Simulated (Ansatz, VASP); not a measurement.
**Two plane-wave programs on SiGe**

The input POSCAR:

```
SiGe
1.0
    3.8458119777      0.0000000000      0.0000000000
   -1.9229059889      3.3305708708      0.0000000000
    0.0000000000      0.0000000000      6.4536796691
Si Ge
2 2
Direct
    0.6666666667      0.3333333333      0.8744661518
    0.3333333333      0.6666666667      0.3744661518
    0.6666666667      0.3333333333      0.5005328482
    0.3333333333      0.6666666667      0.0005328482
```

Contents of INCAR.step1:

```
SYSTEM = SiGe
ALGO     = Normal         ! electronic algorithm
EDIFF    = 1E-4           ! SCF threshold, eV
ENCUT    = 520            ! plane-wave cutoff, eV
GGA      = PE             ! functional
ISMEAR   = 0              ! smearing method
LASPH    = .True.         ! aspherical terms in the spheres
LCHARG   = .False.        ! write CHGCAR
LREAL    = .False.        ! projectors in reciprocal space
LWAVE    = .True.         ! write WAVECAR
NBANDS   = 26             ! bands
NELM     = 60             ! most SCF steps
PREC     = Accurate       ! precision mode
SIGMA    = 0.05           ! smearing width, eV
```

Contents of INCAR.step2:

```
SYSTEM = SiGe
ALGO     = Normal         ! electronic algorithm
EDIFF    = 1E-6           ! SCF threshold, eV
ENCUT    = 520            ! plane-wave cutoff, eV
ISIF     = 2              ! what is computed and relaxed
ISMEAR   = 0              ! smearing method
ISTART   = 1            
LASPH    = .True.         ! aspherical terms in the spheres
LCHARG   = .False.        ! write CHGCAR
LMIXTAU  = .True.       
LREAL    = .False.        ! projectors in reciprocal space
LWAVE    = .False.        ! write WAVECAR
METAGGA  = R2SCAN         ! meta-GGA
NBANDS   = 26             ! bands
NELM     = 60             ! most SCF steps
PREC     = Accurate       ! precision mode
SIGMA    = 0.05           ! smearing width, eV
```

KPOINTS

```
k-points
0
Gamma
  12 12 4
  0 0 0
```

Input for Ansatz:

```yaml
crystal:
  lattice:
    - [3.8458119777, 0.0, 0.0]
    - [-1.9229059889, 3.3305708708, 0.0]
    - [0.0, 0.0, 6.4536796691]
  atoms:
    - { symbol: Si, position: [0.6666666667, 0.3333333333, 0.8744661518] }
    - { symbol: Si, position: [0.3333333333, 0.6666666667, 0.3744661518] }
    - { symbol: Ge, position: [0.6666666667, 0.3333333333, 0.5005328482] }
    - { symbol: Ge, position: [0.3333333333, 0.6666666667, 0.0005328482] }
basis:
  ecutwfc: 500
kpoints:
  mp_grid: { grid: [12, 12, 4] }
hamiltonian:
  xc: r2scan
scf:
  occupations: { method: gaussian, width: 0.05 }
output:
  forces: true
  stress: true
  eigenvalues: true
```

Change from the starting cell: strain -0.015 along x and y, +0.000 along z, atoms carried along.

Alike in both runs: task single point; functional r2SCAN; k mesh 12 × 12 × 4; occupations gaussian, width 0.05 eV; no spin polarisation.

```csv
,VASP,Ansatz
version,VASP 6.6.1,Ansatz 0.2.0
potentials or method,"VASP PAW PBE potentials, release 64 (Si, Ge_d), cutoff 520 eV","scalar-relativistic, plane waves, PAW"
valence electrons in the cell,36,36
```

Ansatz gave:

| Item | Value |
| --- | --- |
| gap on the k mesh at the Fermi level (eV) | 0.68 |
| least direct gap on the mesh (eV) | 1.05 |
| pressure (GPa) | 2.7 |
| traceless stress, the component that is largest in VASP (GPa) | -2.32 |
| rms of the force components (eV/Å) | 0.099 |

**Question.** What did VASP give for the same quantities?

**Answer.** gap on the k mesh at the Fermi level (eV): 0.69; least direct gap on the mesh (eV): 1.04; pressure (GPa): 2.7; traceless stress, the component that is largest in VASP (GPa): -2.32; rms of the force components (eV/Å): 0.101.

VASP's potentials were made for PBE, not for r2SCAN. Atom by atom the forces differ by 0.002 eV/Å (rms over components).
